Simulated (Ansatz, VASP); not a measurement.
TlMo4F: VASP beside Ansatz

```
Tl Mo F
1.0
     0.08790    3.81839    3.81839
     3.81839    0.08790    3.81839
     3.81839    3.81839    0.08790
Tl Mo F
1 4 1
Direct
  0.00127 0.00127 0.00127
  0.37209 0.37209 0.83908
  0.37209 0.83908 0.37209
  0.83908 0.37209 0.37209
  0.36558 0.36558 0.36558
  0.79989 0.79989 0.79989
```

Change from the starting cell: species swapped into the YbInCu4 type (F-43m, No. 216).

Alike in both runs: functional PBE; k mesh 4 × 4 × 4; occupations gaussian, width 0.1 eV; collinear spin.

Ansatz relaxed the structure, and its values are those at the end. VASP's run is a single point on that final structure, the one shown.

|  | VASP | Ansatz |
| --- | --- | --- |
| version | VASP 6.6.1 | Ansatz 0.2.0 |
| potentials or method | VASP PAW PBE potentials, release 64 (Tl_d, Mo_sv, F), cutoff 520 eV | scalar-relativistic, plane waves, PAW |
| valence electrons in the cell | 76 | 76 |

```csv
,VASP,Ansatz,Ansatz less VASP
gap on the k mesh at the Fermi level (eV),none,none,-
pressure (GPa),0.4,0.1,-0.29
rms of the force components (eV/Å),0.046,0.013,-0.0327
net moment per atom (μB),0.00,0.00,0.000
```

A gap of «none» marks a metal or a gap that the smearing closes. Ansatz's warnings: seeded moment not kept.

The k mesh is coarse, so the values compare programs but aren't converged. Spin-orbit coupling is off throughout.
